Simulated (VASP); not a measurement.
# CdS (Hawleyite) (I-4m2) in VASP: further runs

Runs on CdS (Hawleyite). Level: PBEsol. Tasks: single point.

Everything below comes from runs of VASP 6.6.1. Logs are shortened: lines on timing, memory, paths and dates and some standing lists are left out, and cuts for length are marked.

## 1. The cell of the first run

Symmetry: I-4m2, No. 119, tetragonal system. The conventional cell has a = 4.077 Å, b = 4.077 Å, c = 5.909 Å, α = 90.00°, β = 90.00°, γ = 90.00°. Cd (site symmetry -4m2) has 4 S at 2.52 Å within 3.3 Å. S (site symmetry -4m2) has 4 Cd at 2.52 Å within 3.3 Å.

## 2. Single point, PBEsol (in-plane strain -0.01, then relaxed in part)

Contents of INCAR:

```
SYSTEM = CdS
  PREC = Accurate
  ENCUT = 520
  EDIFF = 1E-6
  ISMEAR = 0
  SIGMA = 0.01
  LREAL = .False.
  LASPH = .True.
  NELM = 80
  ALGO = Normal
  ISIF = 2
  LWAVE = .False.
  LCHARG = .True.
  GGA = PS
  LELF = .True.
  LVHAR = .True.
  NBANDS = 16
```

Contents of KPOINTS:

```
Automatic mesh
0
Gamma
  8 8 8
  0 0 0
```

Contents of POSCAR:

```
CdS
1.0
    2.8831632023      2.8831632023      0.0000000000
   -2.8831632023      2.8831632023      0.0000000000
    0.0000000000      2.8831632023      2.9544954718
Cd S
1 1
Direct
    0.0000000000      0.0000000000      0.0000000000
    0.7500000000      0.2500000000      0.5000000000
```

Potentials or basis: VASP PAW PBE potentials, release 64 (Cd, S).

The run is started by

```sh
$ cat potpaw_PBE.64/Cd/POTCAR potpaw_PBE.64/S/POTCAR > POTCAR
$ mpirun -np 1 vasp_std > vasp.out
```

OUTCAR:

```text
SYSTEM = CdS
   PREC = Accurate
   ENCUT = 520
   EDIFF = 1E-6
   ISMEAR = 0
   LREAL = .False.
   LASPH = .True.
   NELM = 80
   ISIF = 2
   GGA = PS

 ion  position               nearest neighbor table
   1  0.000  0.000  0.000-   2 2.52   2 2.52   2 2.52   2 2.52
   2  0.750  0.250  0.500-   1 2.52   1 2.52   1 2.52   1 2.52

  LATTYP: Found a body centered tetragonal cell.
 ALAT       =     4.0774085032
 C/A-ratio  =     1.4492025852

  Lattice vectors:

 A1 = (   2.8831632023,   0.0000000000,  -2.9544954718)
 A2 = (  -2.8831632023,   0.0000000000,  -2.9544954718)
 A3 = (   0.0000000000,   2.8831632023,   2.9544954718)

Analysis of symmetry for initial positions (statically):
=====================================================================
 Subroutine PRICEL returns:
 Original cell was already a primitive cell.

 Routine SETGRP: Setting up the symmetry group for a
 body centered tetragonal supercell.

 Subroutine GETGRP returns: Found  8 space group operations
 (whereof  8 operations were pure point group operations)
 out of a pool of 16 trial point group operations.

The static configuration has the point symmetry D_2d.

Analysis of symmetry for dynamics (positions and initial velocities):
=====================================================================
 Subroutine PRICEL returns:
 Original cell was already a primitive cell.

 Routine SETGRP: Setting up the symmetry group for a
 body centered tetragonal supercell.

 Subroutine GETGRP returns: Found  8 space group operations
 (whereof  8 operations were pure point group operations)
 out of a pool of 16 trial point group operations.

The dynamic configuration has the point symmetry D_2d.

 Subroutine INISYM returns: Found  8 space group operations
 (whereof  8 operations are pure point group operations),
 and found     1 'primitive' translations

----------------------------------------------------------------------------------------

                                     Primitive cell

  volume of cell :      49.1193

  direct lattice vectors                    reciprocal lattice vectors
     2.883163202  2.883163202  0.000000000     0.173420637  0.173420637 -0.169233632
    -2.883163202  2.883163202  0.000000000    -0.173420637  0.173420637 -0.169233632
     0.000000000  2.883163202  2.954495472     0.000000000  0.000000000  0.338467264

  length of vectors
     4.077408503  4.077408503  4.128156192     0.297975598  0.297975598  0.338467264

  position of ions in fractional coordinates (direct lattice)
     0.000000000  0.000000000  0.000000000
     0.750000000  0.250000000  0.500000000

  ion indices of the primitive-cell ions
   primitive index   ion index
                 1           1
                 2           2

----------------------------------------------------------------------------------------

 KPOINTS: Automatic mesh

Automatic generation of k-mesh.
 Grid dimensions read from file:
 generate k-points for:    8    8    8

 Generating k-lattice:

  Cartesian coordinates                     Fractional coordinates (reciprocal lattice)
     0.021677580  0.021677580 -0.021154204     0.125000000  0.000000000  0.000000000
    -0.021677580  0.021677580 -0.021154204     0.000000000  0.125000000  0.000000000
     0.000000000  0.000000000  0.042308408     0.000000000  0.000000000  0.125000000

  Length of vectors
     0.037246950  0.037246950  0.042308408

  Shift w.r.t. Gamma in fractional coordinates (k-lattice)
     0.000000000  0.000000000  0.000000000

 Subroutine IBZKPT returns following result:
 ===========================================

 Found     59 irreducible k-points:

 Following reciprocal coordinates:
            Coordinates               Weight
  0.000000  0.000000  0.000000      1.000000
  0.125000  0.000000  0.000000      8.000000
  0.250000  0.000000  0.000000      8.000000
  0.375000  0.000000  0.000000      8.000000
  0.500000  0.000000  0.000000      4.000000
  0.125000  0.125000  0.000000      8.000000
[... 16 lines left out ...]
  0.250000  0.000000  0.125000      4.000000
  0.375000  0.000000  0.125000      8.000000
 [... further k-points ...]
   k-points           NKPTS =     59   k-points in BZ     NKDIM =     59   number of bands    NBANDS=     16
   number of dos      NEDOS =    301   number of ions     NIONS =      2
   total plane-waves  NPLWV =  28800
   dimension x,y,z NGX =    30 NGY =   30 NGZ =   32
   dimension x,y,z NGXF=    60 NGYF=   60 NGZF=   64
   ions per type =               1   1
   NGX,Y,Z   is equivalent  to a cutoff of  12.23, 12.23, 12.89 a.u.
   NGXF,Y,Z  is equivalent  to a cutoff of  24.46, 24.46, 25.77 a.u.
 SYSTEM =  CdS
   PREC   = accura    normal or accurate (medium, high low for compatibility)
   ISTART =      0    job   : 0-new  1-cont  2-samecut
   ICHARG =      2    charge: 1-file 2-atom 10-const
   ISPIN  =      1    spin polarized calculation?
   LNONCOLLINEAR =      F non collinear calculations
   LSORBIT =      F    spin-orbit coupling
   LASPH  =      T    aspherical Exc in radial PAW
   ENCUT  =  520.0 eV  38.22 Ry    6.18 a.u.   7.58  7.58  7.68*2*pi/ulx,y,z
   NELM   =     80;   NELMIN=  2; NELMDL= -5     # of ELM steps
   EDIFF  = 0.1E-05   stopping-criterion for ELM
   LREAL  =      F    real-space projection
   EDIFFG = 0.1E-04   stopping-criterion for IOM
   NSW    =      0    number of steps for IOM
   IBRION =     -1    ionic relax: 0-MD 1-quasi-New 2-CG
   NFREE  =      0    steps in history (QN), initial steepest desc. (CG)
   ISIF   =      2    stress and relaxation
   ISYM   =      2    0-nonsym 1-usesym 2-fastsym
   POTIM  = 0.5000    time-step for ionic-motion
   TEBEG  =    0.0;   TEEND  =   0.0 temperature during run
   PSTRESS=    0.0 pullay stress
   NELECT =      18.0000    total number of electrons
   NUPDOWN=      -1.0000    fix difference up-down
   EMIN   =  10.00;   EMAX   =-10.00  energy-range for DOS
   EFERMI =   0.00;   METHOD = LEGACY
   ISMEAR =     0;   SIGMA  =   0.01  broadening in eV -4-tet -1-fermi 0-gaus
   EFERMI_NEDOS =   21; number of points for ismear=-14 and -15
   IALGO  =     38    algorithm
   IMIX   =      4    mixing-type and parameters
     AMIX     =   0.40;   BMIX     =  1.00
     AMIX_MAG =   1.60;   BMIX_MAG =  1.00
  volume/ion in A,a.u.               =      24.56       165.74
  Fermi-wavevector in a.u.,A,eV,Ry     =   1.171516  2.213845 18.673328  1.372451
  Thomas-Fermi vector in A             =   2.307959
   LORBIT       =      0    0 simple, 1 ext, 2 COOP (PROOUT), +10 PAW based schemes
   GGA     = PS    functional components
   LHFCALC =     F    Hartree Fock is set to
   AEXX    =    0.0000 exact exchange contribution
   IVDW    =     0    specifies the selected vdW correction
   LEPSILON=     F    determine dielectric tensor
   LRPA    =     F    only Hartree local field effects (RPA)
 non-spin polarized calculation
 Gauss-broadening in eV      SIGMA  =   0.01
  energy-cutoff  :      520.00
  volume of cell :       49.12
 maximum number of plane-waves:      1337
   NGX = 15   NGY = 15   NGZ = 15

 number of electron      18.0000003 magnetization

 Free energy of the ion-electron system (eV)
  ---------------------------------------------------
  ext. energy  EPLUGINS =         0.00000000
  ---------------------------------------------------
  free energy    TOTEN  =        -6.81090910 eV

  energy without entropy =       -6.81090910  energy(sigma->0) =       -6.81090910

 E-fermi :   1.4518     XC(G=0):  -9.4261

 val. band max:        1.3240896522   @ k =   0.0000   0.0000   0.0000
 cond. band min:       2.3261240209   @ k =   0.0000   0.0000   0.0000
 fundamental gap:      1.0020343687
 Fermi energy:         1.4518290300

 k-point     1 :       0.0000    0.0000    0.0000
  band No.  band energies     occupation
      1     -11.1475      2.00000
      2      -6.4782      2.00000
      3      -6.4628      2.00000
      4      -6.4628      2.00000
      5      -5.9723      2.00000
      6      -5.9610      2.00000
[... 8 lines left out ...]
     15      12.6425      0.00000
     16      12.9318      0.00000

 k-point     2 :       0.1250    0.0000    0.0000
  band No.  band energies     occupation
      1     -11.0822      2.00000
      2      -6.4512      2.00000
      3      -6.4392      2.00000
      4      -6.4141      2.00000
      5      -5.9724      2.00000
      6      -5.9633      2.00000
[... 8 lines left out ...]
     15      12.2499      0.00000
     16      13.1454      0.00000

 k-point     3 :       0.2500    0.0000    0.0000
  band No.  band energies     occupation
      1     -10.9233      2.00000
      2      -6.4005      2.00000
      3      -6.3877      2.00000
      4      -6.2225      2.00000
      5      -5.9633      2.00000
      6      -5.9612      2.00000
[... 8 lines left out ...]
     15      11.9274      0.00000
     16      12.4724      0.00000

 k-point     4 :       0.3750    0.0000    0.0000
  band No.  band energies     occupation
      1     -10.7641      2.00000
      2      -6.3630      2.00000
      3      -6.3471      2.00000
      4      -5.9446      2.00000
      5      -5.9409      2.00000
      6      -5.8524      2.00000
[... 8 lines left out ...]
     15      12.7281      0.00000
     16      12.7932      0.00000

 k-point     5 :       0.5000    0.0000    0.0000
  band No.  band energies     occupation
      1     -10.6987      2.00000
      2      -6.3519      2.00000
      3      -6.3344      2.00000
      4      -5.9324      2.00000
      5      -5.9231      2.00000
      6      -5.5773      2.00000
[... 8 lines left out ...]
     15      13.7598      0.00000
     16      13.8895      0.00000

 k-point     6 :       0.1250    0.1250    0.0000
  band No.  band energies     occupation
      1     -10.9866      2.00000
      2      -6.4209      2.00000
      3      -6.3904      2.00000
      4      -6.3283      2.00000
      5      -5.9845      2.00000
      6      -5.9504      2.00000
[... 8 lines left out ...]
     15      12.1329      0.00000
     16      14.1915      0.00000

 k-point     7 :       0.2500    0.1250    0.0000
  band No.  band energies     occupation
      1     -10.8283      2.00000
      2      -6.3676      2.00000
      3      -6.3433      2.00000
      4      -6.0935      2.00000
      5      -5.9803      2.00000
      6      -5.9174      2.00000
[... 8 lines left out ...]
     15      12.8118      0.00000
     16      13.6571      0.00000

 k-point     8 :       0.3750    0.1250    0.0000
  band No.  band energies     occupation
      1     -10.7010      2.00000
      2      -6.3334      2.00000
      3      -6.3170      2.00000
      4      -5.9591      2.00000
      5      -5.9474      2.00000
      6      -5.6618      2.00000
[... 8 lines left out ...]
     15      12.9101      0.00000
     16      13.9558      0.00000

 k-point     9 :       0.5000    0.1250    0.0000
  band No.  band energies     occupation
      1     -10.6784      2.00000
      2      -6.3314      2.00000
      3      -6.3078      2.00000
      4      -5.9762      2.00000
      5      -5.9221      2.00000
      6      -5.5643      2.00000
[... 8 lines left out ...]
     15      13.6256      0.00000
     16      13.8926      0.00000
[... 172 lines left out ...]
 k-point    19 :       0.5000    0.3750    0.0000
  band No.  band energies     occupation
      1     -10.5775      2.00000
      2      -6.2532      2.00000
      3      -6.1435      2.00000
      4      -6.1120      2.00000
      5      -5.8892      2.00000
      6      -5.5089      2.00000
[... 8 lines left out ...]
     15      13.9255      0.00000
     16      14.9347      0.00000

 k-point    20 :      -0.3750    0.3750    0.0000
  band No.  band energies     occupation
      1     -10.6396      2.00000
      2      -6.2471      2.00000
      3      -6.1819      2.00000
      4      -6.1535      2.00000
      5      -5.8892      2.00000
      6      -5.7372      2.00000
[... 8 lines left out ...]
     15      13.4143      0.00000
     16      16.0017      0.00000

 k-point    21 :       0.5000    0.5000    0.0000
  band No.  band energies     occupation
      1     -10.5560      2.00000
      2      -6.2593      2.00000
      3      -6.1210      2.00000
      4      -6.0885      2.00000
      5      -5.8746      2.00000
      6      -5.4961      2.00000
[... 8 lines left out ...]
     15      13.5870      0.00000
     16      14.6137      0.00000

 k-point    22 :       0.0000    0.0000    0.1250
  band No.  band energies     occupation
      1     -11.0627      2.00000
      2      -6.4360      2.00000
      3      -6.4171      2.00000
      4      -6.4171      2.00000
      5      -5.9905      2.00000
      6      -5.9488      2.00000
[... 8 lines left out ...]
     15      13.0229      0.00000
     16      13.7386      0.00000

 k-point    23 :       0.2500    0.0000    0.1250
  band No.  band energies     occupation
      1     -10.9841      2.00000
      2      -6.4119      2.00000
      3      -6.4056      2.00000
      4      -6.3250      2.00000
      5      -5.9796      2.00000
      6      -5.9500      2.00000
[... 8 lines left out ...]
     15      12.1866      0.00000
     16      14.0200      0.00000

 k-point    24 :       0.3750    0.0000    0.1250
  band No.  band energies     occupation
      1     -10.8255      2.00000
      2      -6.3575      2.00000
      3      -6.3567      2.00000
      4      -6.1035      2.00000
      5      -5.9807      2.00000
      6      -5.8978      2.00000
[... 8 lines left out ...]
     15      12.8596      0.00000
     16      13.4438      0.00000

 [... further k-points ...]

------------------------ aborting loop because EDIFF is reached ----------------------------------------

  FORCE on cell =-STRESS in cart. coord.  units (eV):
  Direction    XX          YY          ZZ          XY          YZ          ZX
  --------------------------------------------------------------------------------------
  -------------------------------------------------------------------------------------
  Total        0.2728238      0.2728238      0.1253921      0.0000000      0.0000000      0.0000000
  in kB        8.8989966      8.8989966      4.0900548      0.0000000      0.0000000      0.0000000
  external PRESSURE =       7.2960160 kB  Pullay stress =       0.0000000 kB

 VOLUME and BASIS-vectors are now :
 -----------------------------------------------------------------------------
  energy-cutoff  :      520.00
  volume of cell :       49.12
      direct lattice vectors                 reciprocal lattice vectors
     2.883163202  2.883163202  0.000000000     0.173420637  0.173420637 -0.169233632
    -2.883163202  2.883163202  0.000000000    -0.173420637  0.173420637 -0.169233632
     0.000000000  2.883163202  2.954495472     0.000000000  0.000000000  0.338467264

 POSITION                                       TOTAL-FORCE (eV/Angst)
 -----------------------------------------------------------------------------------
      0.00000      0.00000      0.00000         0.000000     -0.000000      0.000000
      1.44158      4.32474      1.47725        -0.000000      0.000000      0.000000
 -----------------------------------------------------------------------------------
    total drift:                               -0.000002     -0.000000      0.000000

  FREE ENERGIE OF THE ION-ELECTRON SYSTEM (eV)
  ---------------------------------------------------
  free  energy   TOTEN  =        -6.8109091018 eV

  energy  without entropy=       -6.8109091018  energy(sigma->0) =       -6.81090910
```

Wall time 26 s (1 thread of Intel Xeon Platinum 8488C (Sapphire Rapids), shared host); peak memory 0.2 GiB.

What came out:

* Free energy: -6.8109 eV
* Pressure: 0.7 GPa
* Band gap on the k mesh: 1.00 eV, direct

Stress tensor (GPa, compression positive):
```
0.89 0.00 0.00
0.00 0.89 0.00
0.00 0.00 0.41
```

Levels at points of the mesh, in eV from the valence-band top:
| k point | band 6 | band 7 | band 8 | band 9 | band 10 | band 11 | band 12 | band 13 |
| --- | --- | --- | --- | --- | --- | --- | --- | --- |
| (0.00, 0.00, 0.00) | -7.29 | -0.08 | 0.00 | 0.00 | 1.00 | 6.42 | 6.42 | 6.42 |
| (0.50, 0.00, 0.00) | -6.90 | -4.57 | -0.86 | -0.75 | 2.87 | 6.80 | 6.99 | 7.34 |
| (0.50, 0.50, 0.00) | -6.82 | -4.03 | -2.03 | -1.98 | 3.32 | 4.17 | 9.18 | 10.53 |
| (0.00, 0.00, 0.50) | -6.87 | -4.18 | -1.91 | -1.91 | 3.41 | 4.38 | 8.93 | 10.75 |

Caveat: the cell differs from its parent crystal (in-plane strain -0.01, then relaxed in part); the PAW data sets were made with another functional, which shifts forces and pressure a little.

## 3. Single point, PBEsol (in-plane strain -0.01)

Contents of INCAR:

```
SYSTEM = CdS
PREC = Accurate
ENCUT = 520
EDIFF = 1E-6
ISMEAR = 0
SIGMA = 0.01
LREAL = .FALSE.
LASPH = .TRUE.
NELM = 80
ALGO = Normal
ISIF = 2
LWAVE = .FALSE.
LCHARG = .FALSE.
GGA = PS
NBANDS = 16
```

Contents of KPOINTS:

```
Automatic mesh
0
G
  8 8 8
  0 0 0
```

POSCAR, as its differences from that of step 2:

```diff
@@ -4,3 +4,3 @@
    -2.8831632023      2.8831632023      0.0000000000
-    0.0000000000      2.8831632023      2.9544954718
+    0.0000000000      2.8831632023      2.9297597793
 Cd S
```

Potentials or basis: VASP PAW PBE potentials, release 64 (Cd, S).

The run is started by

```sh
$ cat potpaw_PBE.64/Cd/POTCAR potpaw_PBE.64/S/POTCAR > POTCAR
$ mpirun -np 1 vasp_std > vasp.out
```

Run time: 25 s. Hardware: 1 thread of Intel Xeon Platinum 8488C (Sapphire Rapids), shared host; peak memory 0.2 GiB.

The run converged. Its results:

- Free energy: -6.8089 eV
- Pressure: 1.3 GPa
- Band gap on the k mesh: 1.03 eV, direct

Stress tensor (GPa, compression positive):
```
1.39 0.00 0.00
0.00 1.39 0.00
0.00 0.00 1.10
```

Levels at points of the mesh, in eV from the valence-band top:
```csv
k point,band 7,band 8,band 9,band 10,band 11,band 12
"(0.00, 0.00, 0.00)",-0.05,0.00,0.00,1.03,6.42,6.43
"(0.50, 0.00, 0.00)",-4.61,-0.84,-0.77,2.90,6.83,6.96
"(0.50, 0.50, 0.00)",-4.08,-2.03,-2.00,3.32,4.21,9.19
"(0.00, 0.00, 0.50)",-4.18,-1.95,-1.95,3.38,4.35,9.03
```

Caveat: the cell differs from its parent crystal (in-plane strain -0.01); the PAW data sets were made with another functional, which shifts forces and pressure a little.

## 4. Single point, PBEsol (in-plane strain -0.005, then relaxed in part)

Contents of INCAR:

```
PREC = Accurate ; ENCUT = 520
EDIFF = 1E-7 ; ISMEAR = 0
SIGMA = 0.01 ; LREAL = False
LASPH = True ; NELM = 60
ALGO = Normal ; ISIF = 2
LWAVE = False ; LCHARG = False
GGA = PS ; NBANDS = 16
```

Contents of KPOINTS:

```
Automatic mesh
0
Gamma
  8 8 8
```

Contents of POSCAR:

```
CdS
1.0
    2.8977246326      2.8977246326      0.0000000000
   -2.8977246326      2.8977246326      0.0000000000
    0.0000000000      2.8977246326      2.9333898115
Cd S
1 1
Direct
    0.0000000000      0.0000000000      0.0000000000
    0.7500000000      0.2500000000      0.5000000000
```

The run is started by

```sh
$ cat potpaw_PBE.64/Cd/POTCAR potpaw_PBE.64/S/POTCAR > POTCAR
$ mpirun -np 1 vasp_std > vasp.out
```

Run time: 28 s. Hardware: 1 thread of Intel Xeon Platinum 8488C (Sapphire Rapids), shared host; peak memory 0.2 GiB.

It converged, with:

```yaml
Free_energy: -6.8124 eV
Pressure: 0.6 GPa
Band_gap_on_the_k_mesh: 1.01 eV, direct
```

Stress tensor (GPa, compression positive):
```
0.64 0.00 0.00
0.00 0.64 0.00
0.00 0.00 0.41
```

Levels at points of the mesh, in eV from the valence-band top:
```tsv
k point	band 7	band 8	band 9	band 10	band 11	band 12
(0.00, 0.00, 0.00)	-0.04	0.00	0.00	1.01	6.43	6.43
(0.50, 0.00, 0.00)	-4.54	-0.81	-0.76	2.89	6.85	6.95
(0.50, 0.50, 0.00)	-4.03	-1.98	-1.96	3.35	4.21	9.14
(0.00, 0.00, 0.50)	-4.11	-1.92	-1.92	3.40	4.32	9.01
```

Caveat: the cell differs from its parent crystal (in-plane strain -0.005, then relaxed in part); the PAW data sets were made with another functional, which shifts forces and pressure a little.

(Part 1 of 2 ends here.)
